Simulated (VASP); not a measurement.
Input of a VASP 6.6.1 run:

File INCAR:

```
SYSTEM = TaTe
ALGO = Normal ; EDIFF = 1E-8
ENCUT = 520 ; GGA = PE
ISIF = 2 ; ISMEAR = -1
LASPH = .True. ; LCHARG = .False.
LEFG = .True. ; LREAL = .False.
LWAVE = .False. ; NBANDS = 16
NELM = 80 ; PREC = Accurate
SIGMA = 0.05
```

The input KPOINTS:

```
k-points
0
Gamma
  8 8 8
  0 0 0
```

POSCAR

```
TaTe
1.0
    3.4200900000      0.0000000000      0.0000000000
    0.0000000000      3.4200900000      0.0000000000
    0.0000000000      0.0000000000      3.4200900000
Ta Te
1 1
Direct
    0.5000000000      0.5000000000      0.5000000000
    0.0000000000      0.0000000000      0.0000000000
```

Potentials or basis: VASP PAW PBE potentials, release 64 (Ta_pv, Te).

Launch:

```bash
$ cat potpaw_PBE.64/Ta_pv/POTCAR potpaw_PBE.64/Te/POTCAR > POTCAR
$ mpirun -np 1 vasp_std > vasp.out
```

(1) Estimate the pressure.

## Answers

(1) 0.1 GPa.

Caveat: without QUAD_EFG the Cq values of the log hold for a quadrupole moment of 1 mb, not for the nuclei.
